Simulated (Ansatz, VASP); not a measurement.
# BN in VASP and in Ansatz

```xyz
4
Lattice="2.5546 0.0000 0.0000 -1.2773 2.2123 0.0000 0.0000 0.0000 4.2245" Properties=species:S:1:pos:R:3 pbc="T T T"
B     1.2773    0.7374    4.1744
B     0.0000    1.4749    2.1608
N     1.2773    0.7374    2.7161
N     0.0000    1.4749    0.4539
```

Change from the starting cell: mode 8 (949.4 1/cm) frozen in, largest displacement +0.075 Å.

Alike in both runs: task single point; functional PBE; k mesh 12 × 12 × 6; occupations gaussian, width 0.05 eV; no spin polarisation.

```csv
,VASP,Ansatz
version,VASP 6.6.1,Ansatz 0.2.0
potentials or method,"VASP PAW PBE potentials, release 64 (B, N), cutoff 520 eV","scalar-relativistic, plane waves, PAW"
valence electrons in the cell,16,16
```

Ansatz gave:

* gap on the k mesh at the Fermi level (eV): 5.14
* least direct gap on the mesh (eV): 8.02
* pressure (GPa): 5.1
* traceless stress, the component that is largest in VASP (GPa): 8.95
* rms of the force components (eV/Å): 1.720

Q: Estimate VASP's values.

A: gap on the k mesh at the Fermi level (eV): 5.13; least direct gap on the mesh (eV): 8.02; pressure (GPa): 5.4; traceless stress, the component that is largest in VASP (GPa): 8.96; rms of the force components (eV/Å): 1.730.

Atom by atom the forces differ by 0.010 eV/Å (rms over components).
